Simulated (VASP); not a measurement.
Al14CN16 (a cell with a defect), 31 atoms in the cell. The cell holds a defect, 31 atoms: a = 6.260 Å, b = 6.260 Å, c = 10.035 Å, α = 90.00°, β = 90.00°, γ = 120.00°. 

```yaml
Program: VASP 6.6.1
Task: single point
Functional: PBE
Potentials_or_basis: VASP PAW PBE potentials, release 64 (C, N, Al)
Cutoff: 520 eV
k_mesh: 1 × 1 × 1, shifted
Occupations: gaussian, width 0.01 eV
Spin: collinear spin
Fixed_moment: 3 μB
Dipole_correction: no
Charge: -1
Mended: yes
Further_INCAR_settings: LREAL = Auto; ALGO = Normal; EDIFF = 1e-06; NBANDS = 88; ISYM = -1; NELECT = 127.0
```

Potentials or basis: VASP PAW PBE potentials, release 64 (C, N, Al).

Launch:

```console
$ cat potpaw_PBE.64/C/POTCAR potpaw_PBE.64/N/POTCAR potpaw_PBE.64/Al/POTCAR > POTCAR
$ mpirun -np 1 vasp_std > vasp.out
```

Hardware: 1 thread of Intel(R) Xeon(R) 6975P-C (Granite Rapids), on a shared host.

Estimate the wall time of this run.

Wall time 2.1 min on 1 thread of Intel(R) Xeon(R) 6975P-C (Granite Rapids), with other jobs on the host, peak memory 0.58 GiB. Counts: scf iterations 19, k points 1.
